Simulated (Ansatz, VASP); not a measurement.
**One calculation of GeCN2, two programs**

The input INCAR:

```
SYSTEM = GeCN2
  PREC = Accurate
  ENCUT = 520
  EDIFF = 1E-7
  ISMEAR = 0
  SIGMA = 0.05
  LREAL = .False.
  LASPH = .True.
  NELM = 100
  ALGO = Normal
  ISIF = 2
  LWAVE = .False.
  LCHARG = .False.
  GGA = CA
  NBANDS = 22
```

File KPOINTS:

```
Automatic mesh
0
Gamma
  12 12 12
  0 0 0
```

POSCAR

```
GeCN2
1.0
    1.5784315689      0.9113078912      5.7875302196
   -1.5784315689      0.9113078912      5.7875302196
    0.0000000000     -1.8226157824      5.7875302195
Ge C N
1 1 2
Direct
    0.0000000000      0.0000000000      0.0000000000
    0.5000000000      0.5000000000      0.5000000000
    0.4155196828      0.4155196828      0.4155196828
    0.5844803172      0.5844803172      0.5844803172
```

Input for Ansatz:

```yaml
crystal:
  lattice:
    - [1.5784315689, 0.9113078912, 5.7875302196]
    - [-1.5784315689, 0.9113078912, 5.7875302196]
    - [0.0, -1.8226157824, 5.7875302195]
  atoms:
    - { symbol: Ge, position: [0.0, 0.0, 0.0] }
    - { symbol: C, position: [0.5, 0.5, 0.5] }
    - { symbol: "N", position: [0.4155196828, 0.4155196828, 0.4155196828] }
    - { symbol: "N", position: [0.5844803172, 0.5844803172, 0.5844803172] }
basis:
  ecutwfc: 420
kpoints:
  mp_grid: { grid: [12, 12, 12] }
hamiltonian:
  xc: lda
scf:
  occupations: { method: gaussian, width: 0.05 }
output:
  forces: true
  stress: true
  eigenvalues: true
```

Alike in both runs: task single point; functional LDA; k mesh 12 × 12 × 12; occupations gaussian, width 0.05 eV; no spin polarisation.

```csv
,VASP,Ansatz
version,VASP 6.6.1,Ansatz 0.2.0
potentials or method,"VASP PAW LDA potentials, release 64 (Ge_d, C, N), cutoff 520 eV","scalar-relativistic, plane waves, PAW"
valence electrons in the cell,28,28
```

Ansatz gave:

| Quantity | Value |
| --- | --- |
| gap on the k mesh at the Fermi level (eV) | none |
| rms of the force components (eV/Å) | 2.828 |

**Question.** What did VASP give for the same quantities?

**Answer.** gap on the k mesh at the Fermi level (eV): none; rms of the force components (eV/Å): 2.780.

LDA's correlation is that of Perdew and Zunger in VASP and of Perdew and Wang (1992) in Ansatz. Atom by atom the forces differ by 0.048 eV/Å (rms over components). A gap of «none» marks a metal or a gap that the smearing closes.
